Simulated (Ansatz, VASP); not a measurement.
**Two plane-wave programs on SiSeF2**

Contents of INCAR:

```
SYSTEM = SiSeF2
PREC     = Accurate       ! precision mode
ENCUT    = 520            ! plane-wave cutoff, eV
EDIFF    = 1E-7           ! SCF threshold, eV
ISMEAR   = 0              ! smearing method
SIGMA    = 0.1            ! smearing width, eV
LREAL    = .FALSE.        ! projectors in reciprocal space
LASPH    = .TRUE.         ! aspherical terms in the spheres
NELM     = 80             ! most SCF steps
ALGO     = Normal         ! electronic algorithm
ISIF     = 2              ! what is computed and relaxed
LWAVE    = .FALSE.        ! write WAVECAR
LCHARG   = .TRUE.         ! write CHGCAR
GGA      = PE             ! functional
LELF     = .TRUE.         ! ELF
LVHAR    = .TRUE.       
NBANDS   = 20             ! bands
```

KPOINTS

```
Automatic mesh
0
G
  4 4 4
  0 0 0
```

Contents of POSCAR:

```
SiSeF2
1.0
    2.9085937100     -3.1578874400      0.0000000000
    2.9085937100      3.1578874400      0.0000000000
    0.0000000000      0.0000000000      4.1065091200
Si Se F
1 1 2
Direct
    0.0000000000      0.0000000000      0.0000000000
    0.5000000000      0.5000000000      0.5000000000
    0.8461162200      0.1538837800      0.5000000000
    0.1538837800      0.8461162200      0.5000000000
```

Input for Ansatz:

```yaml
crystal:
  lattice:
    - [2.90859371, -3.15788744, 0.0]
    - [2.90859371, 3.15788744, 0.0]
    - [0.0, 0.0, 4.10650912]
  atoms:
    - { symbol: Si, position: [0.0, 0.0, 0.0] }
    - { symbol: Se, position: [0.5, 0.5, 0.5] }
    - { symbol: F, position: [0.84611622, 0.15388378, 0.5] }
    - { symbol: F, position: [0.15388378, 0.84611622, 0.5] }
basis:
  ecutwfc: 420
kpoints:
  mp_grid: { grid: [4, 4, 4] }
hamiltonian:
  xc: pbe
scf:
  occupations: { method: gaussian, width: 0.1 }
  lower_state_search: "off"
output:
  forces: true
  stress: true
  eigenvalues: true
```

Alike in both runs: task single point; functional PBE; k mesh 4 × 4 × 4; occupations gaussian, width 0.1 eV; no spin polarisation.

|  | VASP | Ansatz |
| --- | --- | --- |
| version | VASP 6.6.1 | Ansatz 0.2.0 |
| potentials or method | VASP PAW PBE potentials, release 64 (Si, Se, F), cutoff 520 eV | scalar-relativistic, plane waves, PAW |
| valence electrons in the cell | 24 | 34 |

|  | VASP | Ansatz | Ansatz less VASP |
| --- | --- | --- | --- |
| gap on the k mesh at the Fermi level (eV) | none | none | - |
| pressure (GPa) | -0.7 | -0.6 | +0.13 |
| traceless stress, the component that is largest in VASP (GPa) | -10.16 | -10.15 | +0.016 |
| rms of the force components (eV/Å) | 1.517 | 1.520 | +0.0023 |

Atom by atom the forces differ by 0.002 eV/Å (rms over components). A gap of «none» marks a metal or a gap that the smearing closes. VASP's potentials hold 24 valence electrons a cell and Ansatz's 34, so a difference there can come from the potentials and not from the codes.

The k mesh is coarse, so the values compare programs but aren't converged.
